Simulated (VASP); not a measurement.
Set up this calculation in VASP 6.6.1, as the native input.

```
Task                   : single point
Functional             : LDA
Potentials or basis    : VASP PAW LDA potentials, release 64 (Rh_pv, Pt)
Cutoff                 : 520 eV
k mesh                 : 6 × 6 × 6
Occupations            : methfessel-paxton, width 0.25 eV
Spin                   : no spin polarisation
Dipole correction      : no
Further INCAR settings : ALGO = Normal; EDIFF = 1e-06; NBANDS = 30
```

The structure of Pt3Rh lies in POSCAR:

```
Pt3Rh
1.0
    3.9098689900      0.0000000000      0.0000000000
    0.0000000000      3.9098689900      0.0000000000
    0.0000000000      0.0000000000      3.9098689900
Rh Pt
1 3
Direct
    0.5000000000      0.5000000000      0.5000000000
    0.5000000000      0.0000000000      0.0000000000
    0.0000000000      0.5000000000      0.0000000000
    0.0000000000      0.0000000000      0.5000000000
```

One way to write it, as run:

INCAR

```
PREC = Accurate
ENCUT = 520
EDIFF = 1E-6
ISMEAR = 1
SIGMA = 0.25
LREAL = False
LASPH = True
NELM = 100
ALGO = Normal
ISIF = 2
LWAVE = False
LCHARG = False
NBANDS = 30
```

KPOINTS

```
regular mesh
0
Gamma
  6 6 6
```

Potentials or basis: VASP PAW LDA potentials, release 64 (Rh_pv, Pt).

The run is started by

```sh
$ cat potpaw_LDA.64/Rh_pv/POTCAR potpaw_LDA.64/Pt/POTCAR > POTCAR
$ mpirun -np 1 vasp_std > vasp.out
```

Results of the run:

| Quantity | Value |
| --- | --- |
| Pressure | -10.2 GPa |

Run time: 32 s on 1 thread of AMD EPYC 7R43 64-Core Processor (Zen 3), with other jobs on the host, peak memory 0.13 GiB.
